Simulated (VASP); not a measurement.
# HfN (Fm-3m) in VASP: single point with PBE

Aim: the single point of HfN with PBE.

Program: VASP 6.6.1. These are calculated values, not measurements. Logs are shortened: lines on timing, memory, paths and dates and some standing lists are left out, and cuts for length are marked.

## (1) The cell of the first run

The structure is cubic, space group Fm-3m (No. 225). Conventional cell: a = 4.512 Å, b = 4.512 Å, c = 4.512 Å, α = 90.00°, β = 90.00°, γ = 90.00°. Hf (site symmetry m-3m) has 6 N at 2.26 Å within 3.0 Å. N (site symmetry m-3m) has 6 Hf at 2.26 Å within 3.0 Å.

## (2) Single point, PBE

Input file INCAR:

```
SYSTEM = HfN
PREC     = Accurate       ! precision mode
ENCUT    = 600            ! plane-wave cutoff, eV
EDIFF    = 1E-6           ! SCF threshold, eV
ISMEAR   = 0              ! smearing method
SIGMA    = 0.02           ! smearing width, eV
LREAL    = .FALSE.        ! projectors in reciprocal space
LASPH    = .TRUE.         ! aspherical terms in the spheres
NELM     = 120            ! most SCF steps
ALGO     = Normal         ! electronic algorithm
ISIF     = 2              ! what is computed and relaxed
LWAVE    = .FALSE.        ! write WAVECAR
LCHARG   = .FALSE.        ! write CHGCAR
GGA      = PE             ! functional
NBANDS   = 14             ! bands
GGA_COMPAT= .FALSE.
```

Input file KPOINTS:

```
Automatic mesh
0
G
  11 11 11
  0 0 0
```

Input file POSCAR:

```
HfN
1.0
    0.0000000000      2.2560000000      2.2560000000
    2.2560000000      0.0000000000      2.2560000000
    2.2560000000      2.2560000000      0.0000000000
Hf N
1 1
Direct
    0.0000000000      0.0000000000      0.0000000000
    0.5000000000      0.5000000000      0.5000000000
```

Potentials or basis: VASP PAW PBE potentials, release 64 (Hf_pv, N).

On the command line:

```bash
$ cat potpaw_PBE.64/Hf_pv/POTCAR potpaw_PBE.64/N/POTCAR > POTCAR
$ mpirun -np 1 vasp_std > vasp.out
```

OUTCAR:

```text
SYSTEM = HfN
   PREC = Accurate
   ENCUT = 600
   EDIFF = 1E-6
   ISMEAR = 0
   LREAL = .FALSE.
   LASPH = .TRUE.
   NELM = 120
   ISIF = 2
   GGA = PE

 ion  position               nearest neighbor table
   1  0.000  0.000  0.000-   2 2.26   2 2.26   2 2.26   2 2.26   2 2.26   2 2.26
   2  0.500  0.500  0.500-   1 2.26   1 2.26   1 2.26   1 2.26   1 2.26   1 2.26

  LATTYP: Found a face centered cubic cell.
 ALAT       =     4.5120000000

  Lattice vectors:

 A1 = (   0.0000000000,   2.2560000000,   2.2560000000)
 A2 = (   2.2560000000,   0.0000000000,   2.2560000000)
 A3 = (   2.2560000000,   2.2560000000,   0.0000000000)

Analysis of symmetry for initial positions (statically):
=====================================================================
 Subroutine PRICEL returns:
 Original cell was already a primitive cell.

 Routine SETGRP: Setting up the symmetry group for a
 face centered cubic supercell.

 Subroutine GETGRP returns: Found 48 space group operations
 (whereof 48 operations were pure point group operations)
 out of a pool of 48 trial point group operations.

The static configuration has the point symmetry O_h .

Analysis of symmetry for dynamics (positions and initial velocities):
=====================================================================
 Subroutine PRICEL returns:
 Original cell was already a primitive cell.

 Routine SETGRP: Setting up the symmetry group for a
 face centered cubic supercell.

 Subroutine GETGRP returns: Found 48 space group operations
 (whereof 48 operations were pure point group operations)
 out of a pool of 48 trial point group operations.

The dynamic configuration has the point symmetry O_h .

 Subroutine INISYM returns: Found 48 space group operations
 (whereof 48 operations are pure point group operations),
 and found     1 'primitive' translations

----------------------------------------------------------------------------------------

                                     Primitive cell

  volume of cell :      22.9640

  direct lattice vectors                    reciprocal lattice vectors
     0.000000000  2.256000000  2.256000000    -0.221631206  0.221631206  0.221631206
     2.256000000  0.000000000  2.256000000     0.221631206 -0.221631206  0.221631206
     2.256000000  2.256000000  0.000000000     0.221631206  0.221631206 -0.221631206

  length of vectors
     3.190465797  3.190465797  3.190465797     0.383876509  0.383876509  0.383876509

  position of ions in fractional coordinates (direct lattice)
     0.000000000  0.000000000  0.000000000
     0.500000000  0.500000000  0.500000000

  ion indices of the primitive-cell ions
   primitive index   ion index
                 1           1
                 2           2

[... 88 lines left out ...]
   IALGO  =     38    algorithm
   IMIX   =      4    mixing-type and parameters
     AMIX     =   0.40;   BMIX     =  1.00
     AMIX_MAG =   1.60;   BMIX_MAG =  1.00
  volume/ion in A,a.u.               =      11.48        77.48
  Fermi-wavevector in a.u.,A,eV,Ry     =   1.420440  2.684242 27.451783  2.017649
  Thomas-Fermi vector in A             =   2.541355
   LORBIT       =      0    0 simple, 1 ext, 2 COOP (PROOUT), +10 PAW based schemes
   GGA     = PE    functional components
   LHFCALC =     F    Hartree Fock is set to
   AEXX    =    0.0000 exact exchange contribution
   IVDW    =     0    specifies the selected vdW correction
   LEPSILON=     F    determine dielectric tensor
   LRPA    =     F    only Hartree local field effects (RPA)
 non-spin polarized calculation
 Gauss-broadening in eV      SIGMA  =   0.02
  energy-cutoff  :      600.00
  volume of cell :       22.96
 maximum number of plane-waves:       781
 NGX is ok and might be reduce to    28
   NGX = 13   NGY = 13   NGZ = 13

 number of electron      15.0000002 magnetization

 Free energy of the ion-electron system (eV)
  ---------------------------------------------------
  ext. energy  EPLUGINS =         0.00000000
  ---------------------------------------------------
  free energy    TOTEN  =       -21.74855542 eV

  energy without entropy =      -21.74826455  energy(sigma->0) =      -21.74840999

 E-fermi :   8.3593     XC(G=0): -12.7535

 val. band max:        8.3460285879   @ k =   0.0909   0.0000   0.0000
 cond. band min:       8.3603291788   @ k =   0.4545   0.1818   0.0000
 fundamental gap:      0.0143005909
 Fermi energy:         8.3592730123

 k-point     1 :       0.0000    0.0000    0.0000
  band No.  band energies     occupation
      1     -22.7177      2.00000
      2     -22.7177      2.00000
      3     -22.7177      2.00000
      4      -9.1123      2.00000
      5       5.3900      2.00000
      6       5.3900      2.00000
      7       5.3900      2.00000
      8       8.0717      2.00000
      9       8.0717      2.00000
     10       8.0717      2.00000
     11      10.2563      0.00000
     12      10.3987      0.00000
     13      10.3987      0.00000
     14      17.9942      0.00000
[... 377 lines left out ...]
      1     -23.2650      2.00000
      2     -22.9187      2.00000
      3     -22.7529      2.00000
      4      -7.5854      2.00000
      5       1.4259      2.00000
      6       2.8731      2.00000
      7       3.6230      2.00000
      8       9.2720      0.00000
      9       9.4941      0.00000
     10      11.5136      0.00000
     11      11.6958      0.00000
     12      14.6466      0.00000
     13      15.6338      0.00000
     14      20.6443      0.00000

 [... further k-points ...]

------------------------ aborting loop because EDIFF is reached ----------------------------------------

  FORCE on cell =-STRESS in cart. coord.  units (eV):
  Direction    XX          YY          ZZ          XY          YZ          ZX
  --------------------------------------------------------------------------------------
  -------------------------------------------------------------------------------------
  Total        0.5902906      0.5902906      0.5902906     -0.0000000      0.0000000     -0.0000000
  in kB       41.1840631     41.1840631     41.1840631     -0.0000000      0.0000000     -0.0000000
  external PRESSURE =      41.1840631 kB  Pullay stress =       0.0000000 kB

 VOLUME and BASIS-vectors are now :
 -----------------------------------------------------------------------------
  energy-cutoff  :      600.00
  volume of cell :       22.96
      direct lattice vectors                 reciprocal lattice vectors
     0.000000000  2.256000000  2.256000000    -0.221631206  0.221631206  0.221631206
     2.256000000  0.000000000  2.256000000     0.221631206 -0.221631206  0.221631206
     2.256000000  2.256000000  0.000000000     0.221631206  0.221631206 -0.221631206

 POSITION                                       TOTAL-FORCE (eV/Angst)
 -----------------------------------------------------------------------------------
      0.00000      0.00000      0.00000        -0.000000     -0.000000     -0.000000
      2.25600      2.25600      2.25600         0.000000      0.000000      0.000000
 -----------------------------------------------------------------------------------
    total drift:                                0.000000      0.000000      0.000000

  FREE ENERGIE OF THE ION-ELECTRON SYSTEM (eV)
  ---------------------------------------------------
  free  energy   TOTEN  =       -21.7485554215 eV

  energy  without entropy=      -21.7482645545  energy(sigma->0) =      -21.74840999
```

OSZICAR:

```text
N       E                     dE             d eps       ncg     rms          rms(c)
DAV:   1     0.420417495169E+02    0.42042E+02   -0.85264E+03  1568   0.113E+03
DAV:   2    -0.225825746837E+02   -0.64624E+02   -0.60821E+02  2032   0.256E+02
DAV:   3    -0.247493452976E+02   -0.21668E+01   -0.21589E+01  1860   0.395E+01
DAV:   4    -0.247574311695E+02   -0.80859E-02   -0.80847E-02  1862   0.273E+00
DAV:   5    -0.247574818674E+02   -0.50698E-04   -0.50698E-04  1820   0.194E-01    0.494E+01
DAV:   6    -0.218463161545E+02    0.29112E+01   -0.82205E+00  1804   0.230E+01    0.417E+01
DAV:   7    -0.217752267196E+02    0.71089E-01   -0.48474E-01  1940   0.619E+00    0.267E+01
DAV:   8    -0.217548627056E+02    0.20364E-01   -0.10902E-01  1850   0.296E+00    0.646E+00
DAV:   9    -0.217486831343E+02    0.61796E-02   -0.16527E-02  1730   0.109E+00    0.204E+00
DAV:  10    -0.217485916360E+02    0.91498E-04   -0.11253E-03  2090   0.330E-01    0.439E-01
DAV:  11    -0.217485578135E+02    0.33823E-04   -0.79054E-05  1856   0.898E-02    0.116E-01
DAV:  12    -0.217485558045E+02    0.20090E-05   -0.77504E-06  2068   0.239E-02    0.236E-02
DAV:  13    -0.217485554215E+02    0.38300E-06   -0.21718E-07  1120   0.482E-03
   1 F= -.21748555E+02 E0= -.21748410E+02  d E =-.290867E-03
```

It took 13 s on 1 thread of Intel Xeon 6975P-C (Granite Rapids), shared host; peak memory 0.17 GiB.

What came out:

```yaml
Free_energy: -21.7486 eV
Pressure: 4.1 GPa
Band_gap_on_the_k_mesh: zero (an odd number of electrons rules out a gap without spin polarisation)
```

Caveat: the cell stands under pressure; spin-orbit coupling is left out, which moves the levels of the heavy elements.
